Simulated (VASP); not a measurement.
# Zr (P6_3/mmc) in VASP: notebook

Aim: see how the results for Zr move with the level of theory and the settings. Levels: PBE-based screened hybrid with 25 % exact exchange, PBEsol, BLYP. Tasks: single point.

Everything below comes from runs of VASP 6.6.1. Logs are shortened: lines on timing, memory, paths and dates and some standing lists are left out, and cuts for length are marked.

### Step 1. The cell of the first run

Symmetry: P6_3/mmc, No. 194, hexagonal system. The conventional cell has a = 3.253 Å, b = 3.253 Å, c = 5.181 Å, α = 90.00°, β = 90.00°, γ = 120.00°. Within 4.2 Å of Zr (site symmetry -6m2) lie 12 Zr at 3.20 to 3.25 Å.

### Step 2. Single point, PBE-based screened hybrid with 25 % exact exchange

Contents of POSCAR:

```
Zr
1.0
    3.2534045973      0.0000000000      0.0000000000
   -1.6267022986      2.8175310300      0.0000000000
    0.0000000000      0.0000000000      5.1810870861
Zr
2
Direct
    0.6666666667      0.3333333333      0.7500000000
    0.3333333333      0.6666666667      0.2500000000
```

Contents of INCAR.step1:

```
SYSTEM = Zr
ALGO = Normal
EDIFF = 1E-5
ENCUT = 520
GGA = PE
ISIF = 2
ISMEAR = -1
LASPH = .True.
LREAL = .False.
LWAVE = .True.
NBANDS = 19
NELM = 60
PREC = Accurate
SIGMA = 0.05
```

Contents of INCAR.step2:

```
SYSTEM = Zr
AEXX = 0.25
ALGO = Normal
EDIFF = 1E-6
ENCUT = 520
GGA = PE
HFSCREEN = 0.3
ISIF = 2
ISMEAR = -1
ISTART = 1
LASPH = .True.
LCHARG = .True.
LELF = .True.
LHFCALC = .True.
LREAL = .False.
LVHAR = .True.
LWAVE = .False.
NBANDS = 19
NELM = 60
PREC = Accurate
PRECFOCK = Normal
SIGMA = 0.05
```

Contents of KPOINTS:

```
k-points
0
Gamma
  5 5 3
  0 0 0
```

Potentials or basis: VASP PAW PBE potentials, release 64 (Zr_sv).

On the command line:

```
cat potpaw_PBE.64/Zr_sv/POTCAR > POTCAR
cp INCAR.step1 INCAR
mpirun -np 1 vasp_std > vasp.out
cp INCAR.step2 INCAR
mpirun -np 1 vasp_std > vasp.out
```

OUTCAR:

```text
SYSTEM = Zr
   AEXX = 0.25
   EDIFF = 1E-6
   ENCUT = 520
   GGA = PE
   HFSCREEN = 0.3
   ISIF = 2
   ISMEAR = -1
   ISTART = 1
   LASPH = .True.
   LHFCALC = .True.
   LREAL = .False.
   NELM = 60
   PREC = Accurate
   PRECFOCK = Normal

 ion  position               nearest neighbor table
   1  0.667  0.333  0.750-   2 3.20   2 3.20   2 3.20   2 3.20   2 3.20   2 3.20
   2  0.333  0.667  0.250-   1 3.20   1 3.20   1 3.20   1 3.20   1 3.20   1 3.20

  LATTYP: Found a hexagonal cell.
 ALAT       =     3.2534045973
 C/A-ratio  =     1.5925123762

  Lattice vectors:

 A1 = (   3.2534045973,   0.0000000000,   0.0000000000)
 A2 = (  -1.6267022986,   2.8175310300,   0.0000000000)
 A3 = (   0.0000000000,   0.0000000000,   5.1810870861)

Analysis of symmetry for initial positions (statically):
=====================================================================
 Subroutine PRICEL returns:
 Original cell was already a primitive cell.

 Routine SETGRP: Setting up the symmetry group for a
 hexagonal supercell.

 Subroutine GETGRP returns: Found 24 space group operations
 (whereof 12 operations were pure point group operations)
 out of a pool of 24 trial point group operations.

The static configuration has the point symmetry D_3d.
 The point group associated with its full space group is D_6h.

Analysis of symmetry for dynamics (positions and initial velocities):
=====================================================================
 Subroutine PRICEL returns:
 Original cell was already a primitive cell.

 Routine SETGRP: Setting up the symmetry group for a
 hexagonal supercell.

 Subroutine GETGRP returns: Found 24 space group operations
 (whereof 12 operations were pure point group operations)
 out of a pool of 24 trial point group operations.

The dynamic configuration has the point symmetry D_3d.
 The point group associated with its full space group is D_6h.

 Subroutine INISYM returns: Found 24 space group operations
 (whereof 12 operations are pure point group operations),
 and found     1 'primitive' translations

----------------------------------------------------------------------------------------

[... 76 lines left out ...]
   NELM   =     60;   NELMIN=  2; NELMDL=  0     # of ELM steps
   EDIFF  = 0.1E-05   stopping-criterion for ELM
   LREAL  =      F    real-space projection
   EDIFFG = 0.1E-04   stopping-criterion for IOM
   NSW    =      0    number of steps for IOM
   IBRION =     -1    ionic relax: 0-MD 1-quasi-New 2-CG
   NFREE  =      0    steps in history (QN), initial steepest desc. (CG)
   ISIF   =      2    stress and relaxation
   ISYM   =      3    0-nonsym 1-usesym 2-fastsym
   POTIM  = 0.5000    time-step for ionic-motion
   TEBEG  =    0.0;   TEEND  =   0.0 temperature during run
   PSTRESS=    0.0 pullay stress
   NELECT =      24.0000    total number of electrons
   NUPDOWN=      -1.0000    fix difference up-down
   EMIN   =  10.00;   EMAX   =-10.00  energy-range for DOS
   EFERMI =   0.00;   METHOD = LEGACY
   ISMEAR =    -1;   SIGMA  =   0.05  broadening in eV -4-tet -1-fermi 0-gaus
   EFERMI_NEDOS =   21; number of points for ismear=-14 and -15
   IALGO  =     38    algorithm
   IMIX   =      1    mixing-type and parameters
     AMIX     =   0.40;   BMIX     =  1.00
     AMIX_MAG =   1.60;   BMIX_MAG =  1.00
  volume/ion in A,a.u.               =      23.75       160.25
  Fermi-wavevector in a.u.,A,eV,Ry     =   1.303975  2.464156 23.134686  1.700351
  Thomas-Fermi vector in A             =   2.434942
   LORBIT       =      0    0 simple, 1 ext, 2 COOP (PROOUT), +10 PAW based schemes
   GGA     = PE    functional components
   LHFCALC =     T    Hartree Fock is set to
   PRECFOCK=normal    Normal, Fast or Accurate (Low or Medium for compatibility)
   ENCUT4O =  -1.0   cutoff for four orbital integrals eV
   NKREDX  =     1    reduce k-point grid by
   NKREDY  =     1    reduce k-point grid by
   NKREDZ  =     1    reduce k-point grid by
   AEXX    =    0.2500 exact exchange contribution
   HFSCREEN=    0.3000 screening length (either q_TF or 0.3 A-1)
   HFSCREENC=   0.3000 screening length for correlation (either q_TF or 0.3 A-1)
   ENCUTFOCK=  -1.0 apply spherical cutoff to Coloumb kernel
   IVDW    =     0    specifies the selected vdW correction
   LEPSILON=     F    determine dielectric tensor
   LRPA    =     F    only Hartree local field effects (RPA)
 non-spin polarized calculation
  energy-cutoff  :      520.00
  volume of cell :       47.49
 maximum number of plane-waves:      1287
  NGX = 20; NGY = 20; NGZ = 30

 number of electron      24.0000001 magnetization

 Free energy of the ion-electron system (eV)
  ---------------------------------------------------
  ext. energy  EPLUGINS =         0.00000000
  ---------------------------------------------------
  free energy    TOTEN  =       -18.98614552 eV

  energy without entropy =      -18.96592733  energy(sigma->0) =      -18.97603642

 E-fermi :   8.7597     XC(G=0):  -9.2195

 val. band max:        8.7135048651   @ k =   0.2000   0.0000   0.3333
 cond. band min:       8.8363539482   @ k =   0.0000   0.0000   0.3333
 fundamental gap:      0.1228490831
 Fermi energy:         8.7597049561

 k-point     1 :       0.0000    0.0000    0.0000
  band No.  band energies     occupation
      1     -43.5747      2.00000
      2     -43.4141      2.00000
      3     -20.7477      2.00000
      4     -19.8165      2.00000
      5     -19.8165      2.00000
      6     -19.6974      2.00000
[... 197 lines left out ...]
      6     -20.0514      2.00000
[... 11 lines left out ...]
     18      14.2549      0.00000
     19      15.8371      0.00000

------------------------ aborting loop because EDIFF is reached ----------------------------------------

  FORCE on cell =-STRESS in cart. coord.  units (eV):
  Direction    XX          YY          ZZ          XY          YZ          ZX
  --------------------------------------------------------------------------------------
  -------------------------------------------------------------------------------------
  Total       -0.1342899     -0.1342899     -0.9830647     -0.0000000      0.0000000      0.0000000
  in kB       -4.5302930     -4.5302930    -33.1638535     -0.0000000      0.0000000      0.0000000
  external PRESSURE =     -14.0748132 kB  Pullay stress =       0.0000000 kB

 VOLUME and BASIS-vectors are now :
 -----------------------------------------------------------------------------
  energy-cutoff  :      520.00
  volume of cell :       47.49
      direct lattice vectors                 reciprocal lattice vectors
     3.253404597  0.000000000  0.000000000     0.307370316  0.177460335  0.000000000
    -1.626702299  2.817531030  0.000000000     0.000000000  0.354920670  0.000000000
     0.000000000  0.000000000  5.181087086     0.000000000  0.000000000  0.193009688

 POSITION                                       TOTAL-FORCE (eV/Angst)
 -----------------------------------------------------------------------------------
      1.62670      0.93918      3.88582        -0.000000     -0.000000      0.000000
     -0.00000      1.87835      1.29527         0.000000      0.000000      0.000000
 -----------------------------------------------------------------------------------
    total drift:                                0.000000      0.000000      0.000001

  FREE ENERGIE OF THE ION-ELECTRON SYSTEM (eV)
  ---------------------------------------------------
  free  energy   TOTEN  =       -18.9861455161 eV

  energy  without entropy=      -18.9659273279  energy(sigma->0) =      -18.97603642
```

OUTCAR.step1:

```text
SYSTEM = Zr
   EDIFF = 1E-5
   ENCUT = 520
   GGA = PE
   ISIF = 2
   ISMEAR = -1
   LASPH = .True.
[... 426 lines left out ...]
      1.62670      0.93918      3.88582        -0.000000      0.000000      0.000000
     -0.00000      1.87835      1.29527         0.000000     -0.000000      0.000000
 -----------------------------------------------------------------------------------
    total drift:                               -0.000000      0.000000     -0.000000

  FREE ENERGIE OF THE ION-ELECTRON SYSTEM (eV)
  ---------------------------------------------------
  free  energy   TOTEN  =       -17.0501173822 eV

  energy  without entropy=      -17.0307484373  energy(sigma->0) =      -17.04043291
```

Run time: 19 min. Hardware: 1 thread of AMD EPYC 7R43 (Zen 3), shared host; peak memory 0.22 GiB.

What came out:

```yaml
Free_energy: -18.9861 eV
Pressure: -1.4 GPa
Band_gap_on_the_k_mesh: zero (bands 12 and 13 overlap by 1.25 eV)
```

Stress tensor (GPa, compression positive):
```
-0.45  0.00  0.00
 0.00 -0.45  0.00
 0.00  0.00 -3.32
```

Caveat: the k points lie up to 0.45 Å⁻¹ apart, too coarse for converged energies and pressures of a metal; the PAW data sets were made with another functional, which shifts forces and pressure a little.

### Step 3. Single point, PBE-based screened hybrid with 25 % exact exchange

This run uses another cell than the first one, of 24.21 Å³/atom.

Contents of POSCAR:

```
Zr
1.0
    3.2745311931      0.0000000000      0.0000000000
   -1.6372655966      2.8358271987      0.0000000000
    0.0000000000      0.0000000000      5.2147314515
Zr
2
Direct
    0.6666666667      0.3333333333      0.7500000000
    0.3333333333      0.6666666667      0.2500000000
```

Contents of INCAR.step1:

```
PREC = Accurate
ENCUT = 520
EDIFF = 1E-5
ISMEAR = -1
SIGMA = 0.05
LREAL = F
LASPH = T
NELM = 80
ALGO = Normal
ISIF = 2
LWAVE = T
NBANDS = 19
GGA = PE
```

Contents of INCAR.step2:

```
PREC = Accurate
ENCUT = 520
EDIFF = 1E-6
ISMEAR = -1
SIGMA = 0.05
LREAL = F
LASPH = T
NELM = 80
ALGO = Normal
ISIF = 2
LWAVE = F
LCHARG = T
GGA = PE
LHFCALC = T
AEXX = 0.25
HFSCREEN = 0.3
PRECFOCK = Normal
LELF = T
LVHAR = T
NBANDS = 19
ISTART = 1
```

Contents of KPOINTS:

```
Automatic mesh
0
Gamma
  5 5 3
```

Potentials or basis: VASP PAW PBE potentials, release 64 (Zr_sv).

On the command line:

```
cat potpaw_PBE.64/Zr_sv/POTCAR > POTCAR
cp INCAR.step1 INCAR
mpirun -np 1 vasp_std > vasp.out
cp INCAR.step2 INCAR
mpirun -np 1 vasp_std > vasp.out
```

OUTCAR:

```text
PREC = Accurate
   ENCUT = 520
   EDIFF = 1E-6
   ISMEAR = -1
   LREAL = F
   LASPH = T
   NELM = 80
   ISIF = 2
   GGA = PE
   LHFCALC = T
   AEXX = 0.25
   HFSCREEN = 0.3
   PRECFOCK = Normal
   ISTART = 1

 ion  position               nearest neighbor table
   1  0.667  0.333  0.750-   2 3.22   2 3.22   2 3.22   2 3.22   2 3.22   2 3.22
   2  0.333  0.667  0.250-   1 3.22   1 3.22   1 3.22   1 3.22   1 3.22   1 3.22

[... 403 lines left out ...]
     19      15.4680      0.00000

------------------------ aborting loop because EDIFF is reached ----------------------------------------

  FORCE on cell =-STRESS in cart. coord.  units (eV):
  Direction    XX          YY          ZZ          XY          YZ          ZX
  --------------------------------------------------------------------------------------
  -------------------------------------------------------------------------------------
  Total       -0.6959292     -0.6959292     -1.4963011      0.0000000      0.0000000      0.0000000
  in kB      -23.0258023    -23.0258023    -49.5072428      0.0000000      0.0000000      0.0000000
  external PRESSURE =     -31.8529491 kB  Pullay stress =       0.0000000 kB

 VOLUME and BASIS-vectors are now :
 -----------------------------------------------------------------------------
  energy-cutoff  :      520.00
  volume of cell :       48.42
      direct lattice vectors                 reciprocal lattice vectors
     3.274531193  0.000000000  0.000000000     0.305387227  0.176315398  0.000000000
    -1.637265597  2.835827199  0.000000000     0.000000000  0.352630795  0.000000000
     0.000000000  0.000000000  5.214731451     0.000000000  0.000000000  0.191764429

 POSITION                                       TOTAL-FORCE (eV/Angst)
 -----------------------------------------------------------------------------------
      1.63727      0.94528      3.91105        -0.000000      0.000000     -0.000000
     -0.00000      1.89055      1.30368         0.000000     -0.000000      0.000000
 -----------------------------------------------------------------------------------
    total drift:                               -0.000000      0.000000     -0.000001

  FREE ENERGIE OF THE ION-ELECTRON SYSTEM (eV)
  ---------------------------------------------------
  free  energy   TOTEN  =       -18.9731529774 eV

  energy  without entropy=      -18.9521234705  energy(sigma->0) =      -18.96263822
```

OUTCAR.step1:

```text
PREC = Accurate
   ENCUT = 520
   EDIFF = 1E-5
   ISMEAR = -1
   LREAL = F
[... 427 lines left out ...]
      1.63727      0.94528      3.91105         0.000000     -0.000000      0.000000
     -0.00000      1.89055      1.30368        -0.000000      0.000000      0.000000
 -----------------------------------------------------------------------------------
    total drift:                               -0.000000      0.000000     -0.000000

  FREE ENERGIE OF THE ION-ELECTRON SYSTEM (eV)
  ---------------------------------------------------
  free  energy   TOTEN  =       -17.0384293428 eV

  energy  without entropy=      -17.0188985309  energy(sigma->0) =      -17.02866394
```

Wall time 27 min (1 thread of AMD EPYC 7R43 (Zen 3), shared host); peak memory 0.23 GiB.

What came out:

| Item | Value |
| --- | --- |
| Free energy | -18.9732 eV |
| Pressure | -3.2 GPa |
| Band gap on the k mesh | zero (bands 12 and 13 overlap by 1.23 eV) |

Stress tensor (GPa, compression positive):
```
-2.30  0.00  0.00
 0.00 -2.30  0.00
 0.00  0.00 -4.95
```

Caveat: the k points lie up to 0.44 Å⁻¹ apart, too coarse for converged energies and pressures of a metal; the PAW data sets were made with another functional, which shifts forces and pressure a little.

### Step 4. Single point, PBEsol

This run uses another cell than the first one, of 23.28 Å³/atom.

Contents of INCAR:

```
ALGO = Normal
EDIFF = 1E-6
ENCUT = 520
GGA = PS
ISIF = 2
ISMEAR = -1
LASPH = True
LCHARG = False
LREAL = False
LWAVE = False
NBANDS = 19
NELM = 80
PREC = Accurate
SIGMA = 0.05
```

Contents of KPOINTS:

```
k-points
0
Gamma
  7 7 4
```

Contents of POSCAR:

```
Zr
1.0
    3.2320000000      0.0000000000      0.0000000000
   -1.6160000000      2.7989941050      0.0000000000
    0.0000000000      0.0000000000      5.1470000000
Zr
2
Direct
    0.6666666667      0.3333333333      0.7500000000
    0.3333333333      0.6666666667      0.2500000000
```

On the command line:

```
cat potpaw_PBE.64/Zr_sv/POTCAR > POTCAR
mpirun -np 1 vasp_std > vasp.out
```

Wall time 8.7 s (1 thread of Intel Xeon Platinum 8488C (Sapphire Rapids), shared host); peak memory 0.16 GiB.

Results (log left out):

```
Free energy            : -18.1494 eV
Pressure               : -3.2 GPa
Band gap on the k mesh : zero (bands 12 and 13 overlap by 0.91 eV)
```

Stress tensor (GPa, compression positive):
```
-3.12  0.00  0.00
 0.00 -3.12  0.00
 0.00  0.00 -3.25
```

Levels at points of the mesh, in eV from the Fermi level:
```tsv
k point	band 8	band 9	band 10	band 11	band 12	band 13	band 14	band 15	band 16	band 17
(0.00, 0.00, 0.00)	-26.33	-5.74	-3.10	0.79	0.79	0.95	1.12	1.49	1.49	2.07
(0.00, 0.00, 0.50)	-26.40	-4.03	-4.03	-0.02	-0.02	0.70	0.70	0.70	0.70	3.89
```

Caveat: the cell stands under tension; the PAW data sets were made with another functional, which shifts forces and pressure a little.

(Continued in part 2 of 2.)
